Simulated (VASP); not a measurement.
# SnSe (F-43m) in VASP: vibrations by perturbation theory with PBE

Aim: the vibrations by perturbation theory of SnSe with PBE.

Everything below comes from runs of VASP 6.6.1. Logs are shortened: lines on timing, memory, paths and dates and some standing lists are left out, and cuts for length are marked.

## (1) The cell of the first run

The structure is cubic, space group F-43m (No. 216). The conventional cell has a = 6.780 Å, b = 6.780 Å, c = 6.780 Å, α = 90.00°, β = 90.00°, γ = 90.00°. Sn (site symmetry -43m) has 4 Se at 2.94 Å within 3.9 Å. Within 3.9 Å of Se (site symmetry -43m) lie 4 Sn at 2.94 Å.

## (2) Vibrations by perturbation theory, PBE

File INCAR:

```
ALGO = Normal
EDIFF = 1E-8
ENCUT = 520
GGA = PE
IBRION = 8
ISIF = 2
ISMEAR = 0
LASPH = T
LCHARG = F
LREAL = F
LWAVE = F
NELM = 80
NSW = 1
PREC = Accurate
SIGMA = 0.01
```

File KPOINTS:

```
k-points
0
Gamma
  10 10 10
```

File POSCAR:

```
SnSe
1.0
    0.0000000000      3.3900620066      3.3900620066
    3.3900620066      0.0000000000      3.3900620066
    3.3900620066      3.3900620066      0.0000000000
Sn Se
1 1
Direct
    0.0000000000      0.0000000000      0.0000000000
    0.2500000000      0.2500000000      0.2500000000
```

Potentials or basis: VASP PAW PBE potentials, release 64 (Sn_d, Se).

Run with:

```console
$ cat potpaw_PBE.64/Sn_d/POTCAR potpaw_PBE.64/Se/POTCAR > POTCAR
$ mpirun -np 1 vasp_std > vasp.out
```

OUTCAR:

```text
EDIFF = 1E-8
   ENCUT = 520
   GGA = PE
   IBRION = 8
   ISIF = 2
   ISMEAR = 0
   LASPH = T
   LREAL = F
   NELM = 80
   NSW = 1
   PREC = Accurate

 ion  position               nearest neighbor table
   1  0.000  0.000  0.000-   2 2.94   2 2.94   2 2.94   2 2.94
   2  0.250  0.250  0.250-   1 2.94   1 2.94   1 2.94   1 2.94

  LATTYP: Found a face centered cubic cell.
 ALAT       =     6.7801240132

  Lattice vectors:

 A1 = (   0.0000000000,   3.3900620066,   3.3900620066)
 A2 = (   3.3900620066,   0.0000000000,   3.3900620066)
 A3 = (   3.3900620066,   3.3900620066,   0.0000000000)

Analysis of symmetry for initial positions (statically):
=====================================================================
 Subroutine PRICEL returns:
 Original cell was already a primitive cell.

 Routine SETGRP: Setting up the symmetry group for a
 face centered cubic supercell.

 Subroutine GETGRP returns: Found 24 space group operations
 (whereof 24 operations were pure point group operations)
 out of a pool of 48 trial point group operations.

The static configuration has the point symmetry T_d .

Analysis of symmetry for dynamics (positions and initial velocities):
=====================================================================
 Subroutine PRICEL returns:
 Original cell was already a primitive cell.

 Routine SETGRP: Setting up the symmetry group for a
 face centered cubic supercell.

 Subroutine GETGRP returns: Found 24 space group operations
 (whereof 24 operations were pure point group operations)
 out of a pool of 48 trial point group operations.

The dynamic configuration has the point symmetry T_d .

 Subroutine INISYM returns: Found 24 space group operations
 (whereof 24 operations are pure point group operations),
 and found     1 'primitive' translations

----------------------------------------------------------------------------------------

                                     Primitive cell

  volume of cell :      77.9207

  direct lattice vectors                    reciprocal lattice vectors
     0.000000000  3.390062007  3.390062007    -0.147489928  0.147489928  0.147489928
     3.390062007  0.000000000  3.390062007     0.147489928 -0.147489928  0.147489928
     3.390062007  3.390062007  0.000000000     0.147489928  0.147489928 -0.147489928

  length of vectors
     4.794271667  4.794271667  4.794271667     0.255460048  0.255460048  0.255460048

  position of ions in fractional coordinates (direct lattice)
     0.000000000  0.000000000  0.000000000
     0.250000000  0.250000000  0.250000000

  ion indices of the primitive-cell ions
   primitive index   ion index
                 1           1
                 2           2

----------------------------------------------------------------------------------------

 KPOINTS: k-points

Automatic generation of k-mesh.
 Grid dimensions read from file:
 generate k-points for:   10   10   10

 Generating k-lattice:

  Cartesian coordinates                     Fractional coordinates (reciprocal lattice)
    -0.014748993  0.014748993  0.014748993     0.100000000  0.000000000  0.000000000
     0.014748993 -0.014748993  0.014748993     0.000000000  0.100000000  0.000000000
     0.014748993  0.014748993 -0.014748993     0.000000000  0.000000000  0.100000000

  Length of vectors
     0.025546005  0.025546005  0.025546005

  Shift w.r.t. Gamma in fractional coordinates (k-lattice)
     0.000000000  0.000000000  0.000000000

 Subroutine IBZKPT returns following result:
 ===========================================

[... 76 lines left out ...]
   LEPSILON=     F    determine dielectric tensor
   LRPA    =     F    only Hartree local field effects (RPA)
 non-spin polarized calculation
 Gauss-broadening in eV      SIGMA  =   0.01
  energy-cutoff  :      520.00
  volume of cell :       77.92
 maximum number of plane-waves:      2120
   NGX = 17   NGY = 17   NGZ = 17

--------------------------------------- Ionic step        1  -------------------------------------------

 number of electron      20.0000005 magnetization

 Free energy of the ion-electron system (eV)
  ---------------------------------------------------
  ext. energy  EPLUGINS =         0.00000000
  ---------------------------------------------------
  free energy    TOTEN  =        -7.75503898 eV

  energy without entropy =       -7.75503898  energy(sigma->0) =       -7.75503898

 E-fermi :   2.8079     XC(G=0):  -7.7368

 val. band max:        2.7529706422   @ k =  -0.3000   0.5000   0.2000
 cond. band min:       2.8684520275   @ k =   0.5000   0.5000   0.0000
 fundamental gap:      0.1154813853
 Fermi energy:         2.8079485472

 k-point     1 :       0.0000    0.0000    0.0000
  band No.  band energies     occupation
      1     -18.9692      2.00000
      2     -18.9692      2.00000
      3     -18.9692      2.00000
      4     -18.9583      2.00000
      5     -18.9583      2.00000
      6     -10.3378      2.00000
      7      -2.5637      2.00000
      8       0.5815      2.00000
      9       0.5815      2.00000
     10       0.5815      2.00000
     11       4.2844      0.00000
     12       4.2844      0.00000
     13       4.2844      0.00000
     14       7.6051      0.00000
[... 377 lines left out ...]
      1     -18.9748      2.00000
      2     -18.9649      2.00000
      3     -18.9648      2.00000
      4     -18.9595      2.00000
      5     -18.9569      2.00000
      6      -9.8785      2.00000
      7      -4.2533      2.00000
      8      -0.5033      2.00000
      9      -0.3784      2.00000
     10       2.1300      2.00000
     11       3.2056      0.00000
     12       6.1968      0.00000
     13       6.2920      0.00000
     14       8.0248      0.00000

 [... further k-points ...]
[... 5 lines left out ...]
  --------------------------------------------------------------------------------------
  -------------------------------------------------------------------------------------
  Total        0.0009678      0.0009678      0.0009678      0.0000000     -0.0000000      0.0000000
  in kB        0.0198991      0.0198991      0.0198991      0.0000000     -0.0000000      0.0000000
  external PRESSURE =       0.0198991 kB  Pullay stress =       0.0000000 kB

 VOLUME and BASIS-vectors are now :
 -----------------------------------------------------------------------------
  energy-cutoff  :      520.00
  volume of cell :       77.92
      direct lattice vectors                 reciprocal lattice vectors
     0.000000000  3.390062007  3.390062007    -0.147489928  0.147489928  0.147489928
     3.390062007  0.000000000  3.390062007     0.147489928 -0.147489928  0.147489928
     3.390062007  3.390062007  0.000000000     0.147489928  0.147489928 -0.147489928

 POSITION                                       TOTAL-FORCE (eV/Angst)
 -----------------------------------------------------------------------------------
      0.00000      0.00000      0.00000         0.000000      0.000000      0.000000
      1.69503      1.69503      1.69503        -0.000000     -0.000000     -0.000000
 -----------------------------------------------------------------------------------
    total drift:                               -0.000000     -0.000000     -0.000000

  FREE ENERGIE OF THE ION-ELECTRON SYSTEM (eV)
  ---------------------------------------------------
  free  energy   TOTEN  =        -7.7550389769 eV

  energy  without entropy=       -7.7550389769  energy(sigma->0) =       -7.75503898

[... ionic steps 2 to 3 ...]

--------------------------------------- Ionic step        4  -------------------------------------------

------------------------ aborting loop because EDIFF is reached ----------------------------------------

[... ionic steps 5 to 6 ...]

--------------------------------------- Ionic step        7  -------------------------------------------

 Free energy of the ion-electron system (eV)
  ---------------------------------------------------
  ---------------------------------------------------
  free energy    TOTEN  =        -0.08647090 eV

  energy without entropy =       -0.08647090

------------------------ aborting loop because EDIFF is reached ----------------------------------------

 INTERNAL STRAIN TENSOR  FOR ION    2  DIRECTION 1   (eV/Angst):
 -----------------------------------------------------------------------------
     0.00143  0.00000  0.00000
     0.00000 -0.00129 -3.39755
     0.00000 -3.39755 -0.00129

 INTERNAL STRAIN TENSOR FOR ION    2 for displacements in x,y,z  (eV/Angst):
          X           Y           Z          XY          YZ          ZX
  --------------------------------------------------------------------------------
  x     0.00000     0.00000     0.00000     0.00000    -3.39755     0.00000
  y     0.00000    -0.00000     0.00000     0.00000     0.00000    -3.39755
  z     0.00000     0.00000     0.00000    -3.39755     0.00000     0.00000

 SECOND DERIVATIVES (NOT SYMMETRIZED)
 ------------------------------------
               1X          1Y          1Z          2X          2Y          2Z
  1X    -2.211022    0.000000    0.000000    2.211022    0.000000    0.000000
  1Y     0.000000   -2.211022    0.000000    0.000000    2.211022    0.000000
  1Z     0.000000    0.000000   -2.211022    0.000000    0.000000    2.211022
  2X     2.182759    0.000000    0.000000   -2.182759    0.000000    0.000000
  2Y     0.000000    2.182759    0.000000    0.000000   -2.182759    0.000000
  2Z     0.000000    0.000000    2.182759    0.000000    0.000000   -2.182759

 Eigenvectors and eigenvalues of the dynamical matrix
 ----------------------------------------------------

   1 f  =    3.362786 THz    21.129006 2PiTHz  112.170456 cm-1    13.907358 meV
             X         Y         Z           dx          dy          dz
      0.000000  0.000000  0.000000     0.000000    0.000000   -0.634465
      1.695031  1.695031  1.695031     0.000000    0.000000    0.772952
[... 21 lines left out ...]
   6 f/i=    0.010608 THz     0.066655 2PiTHz    0.353861 cm-1     0.043873 meV
             X         Y         Z           dx          dy          dz
      0.000000  0.000000  0.000000    -0.710305    0.304829   -0.000000
      1.695031  1.695031  1.695031    -0.583043    0.250214    0.000000

--------------------------------------------------------------------------------------------------------

 ELASTIC MODULI CONTR FROM IONIC RELAXATION (kBar)
 Direction    XX          YY          ZZ          XY          YZ          ZX
 --------------------------------------------------------------------------------
 XX          -0.0000     -0.0000     -0.0000     -0.0000     -0.0000     -0.0000
 YY          -0.0000     -0.0000     -0.0000      0.0000     -0.0000     -0.0000
 ZZ          -0.0000     -0.0000     -0.0000     -0.0000     -0.0000     -0.0000
 XY          -0.0000      0.0000     -0.0000   -112.3612     -0.0000      0.0000
 YZ          -0.0000     -0.0000     -0.0000     -0.0000   -112.3612     -0.0000
 ZX          -0.0000     -0.0000     -0.0000      0.0000     -0.0000   -112.3612
 --------------------------------------------------------------------------------
```

It took 8.1 min on 1 thread of Intel Xeon 6975P-C, shared host; peak memory 0.56 GiB.

Results:

```
Highest phonon frequency at Γ, LO-TO splitting left out : 112 cm⁻¹
```

Phonon frequencies in cm⁻¹ (negative: imaginary):
| q point | frequencies |
| --- | --- |
| (0.000, 0.000, 0.000) | 0 0 0 112 112 112 |

Caveat: spin-orbit coupling is left out, which moves the levels of the heavy elements.
